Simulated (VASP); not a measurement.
## Cu36B (a cell with a defect): single point with PBE

The system is Cu36B (a cell with a defect).

```
Cu B
1.0
     0.00000    5.44553    5.44553
     5.44553    0.00000    5.44553
     7.26070    7.26070    0.00000
Cu B
36 1
Direct
  0.00355 0.99415 0.99758
  0.99468 0.00130 0.24750
  0.99892 0.00812 0.49875
  0.00651 0.99719 0.74843
  0.99999 0.32660 0.00450
  0.99967 0.32394 0.25287
  0.99989 0.33810 0.50159
  0.00314 0.33231 0.75379
  0.00908 0.65895 0.99573
  0.99404 0.66315 0.24901
  0.01168 0.66977 0.49998
  0.98603 0.66458 0.76613
  0.33714 0.00101 0.99044
  0.33953 0.97621 0.25002
  0.33685 0.00836 0.50050
  0.33994 0.00157 0.74830
  0.33338 0.32171 0.00490
  0.33119 0.32425 0.24829
  0.33137 0.33521 0.50388
  0.33065 0.33334 0.75743
  0.33703 0.66178 0.99319
  0.31592 0.67481 0.22433
  0.30102 0.68311 0.54628
  0.34203 0.66361 0.76120
  0.67050 0.99808 0.99277
  0.66515 0.00000 0.24647
  0.67190 0.00551 0.49650
  0.67424 0.00236 0.74347
  0.66702 0.33016 0.99989
  0.66150 0.34237 0.24613
  0.65665 0.34582 0.50404
  0.67013 0.33377 0.75077
  0.66091 0.66983 0.99617
  0.69233 0.66704 0.22803
  0.66907 0.67244 0.50037
  0.67647 0.66857 0.74529
  0.44470 0.58331 0.37501
```

| Item | Value |
| --- | --- |
| Program | VASP 6.6.1 |
| Task | single point |
| Functional | PBE |
| Potentials or basis | VASP PAW PBE potentials, release 64 (Cu, B) |
| Cutoff | 520 eV |
| k mesh | 1 × 1 × 1 |
| Occupations | methfessel-paxton, width 0.1 eV |
| Spin | no spin polarisation |
| Dipole correction | no |
| Further INCAR settings | LREAL = Auto; ALGO = Normal; EDIFF = 1e-06; NBANDS = 224 |

```
Pressure      : 1.3 GPa
Largest force : 0.918 eV/Å
```

Forces on the atoms (eV/Å):
```
Cu   0.002  0.000  0.004
Cu   0.089 -0.026 -0.008
Cu   0.078 -0.137 -0.012
Cu  -0.017 -0.017 -0.005
Cu  -0.010 -0.007  0.014
Cu  -0.028 -0.003  0.069
Cu   0.022 -0.050 -0.014
Cu   0.006 -0.005 -0.022
Cu  -0.054 -0.005  0.071
Cu   0.034  0.026  0.049
Cu   0.014 -0.030 -0.051
Cu   0.022 -0.049 -0.024
Cu   0.056 -0.033  0.030
Cu  -0.013  0.139 -0.086
Cu   0.020 -0.046 -0.018
Cu   0.000  0.029 -0.043
Cu  -0.020  0.043 -0.017
Cu   0.038 -0.001  0.044
Cu  -0.019 -0.003 -0.173
Cu   0.006 -0.102  0.076
Cu   0.005  0.030  0.008
Cu   0.194 -0.029  0.072
Cu   0.050 -0.344  0.019
Cu  -0.102 -0.049  0.000
Cu   0.013  0.014  0.015
Cu   0.055  0.004  0.023
Cu   0.026 -0.015 -0.047
Cu   0.030  0.024 -0.054
Cu   0.019  0.024  0.003
Cu   0.090 -0.019  0.047
Cu   0.042 -0.026 -0.050
Cu   0.002  0.002  0.000
Cu   0.059  0.021 -0.027
Cu  -0.067  0.075  0.235
Cu   0.004 -0.069 -0.051
Cu   0.008 -0.010 -0.018
B   -0.652  0.642 -0.059
```

Stress tensor (GPa, compression positive):
```
 2.60  7.02 -2.60
 7.02  1.26 -0.33
-2.60 -0.33  0.18
```

Levels at points of the mesh, in eV from the Fermi level:
```tsv
k point	band 195	band 196	band 197	band 198	band 199	band 200	band 201	band 202	band 203	band 204
(0.00, 0.00, 0.00)	-2.06	-1.66	-1.26	-0.97	-0.23	0.00	0.31	0.31	0.50	0.52
```

Run time: 4.6 min on 1 thread of Intel(R) Xeon(R) Platinum 8488C (Sapphire Rapids), with other jobs on the host, peak memory 0.61 GiB.

Caveat: the k points lie up to 1.00 Å⁻¹ apart.
